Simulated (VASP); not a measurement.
Runs of VASP 6.6.1 on K. The structure is that of space group I4_1/amd (No. 141), or close to it. The cells are those of the table. 

```tsv
task	cell	cutoff (eV)	gap on the mesh (eV)	pressure (GPa)
single point	a = 6.270 Å, angles 97.3, 97.3, 138.2°, 2 atoms	520	none	(a)
relaxation of shape and atoms at fixed volume	relaxed from a = 4.805 Å, angles 97.3, 97.3, 138.2°, 2 atoms	600	none	10.8
single point	a = 6.164 Å, angles 97.3, 97.3, 138.2°, 2 atoms	520	none	0.2
relaxation of shape and atoms at fixed volume	relaxed from a = 4.620 Å, angles 97.3, 97.3, 138.2°, 2 atoms	600	none	14.7
```

Alike in all rows: level PBE; potentials or basis VASP PAW PBE potentials, release 64 (K_sv); no spin polarisation; k mesh 10 × 10 × 10; smearing fermi-dirac 0.05 eV.

**Question.** Estimate the missing entries.

**Answer.** (a) 0.0.

A gap of «none» marks levels without a gap at the run's occupations.
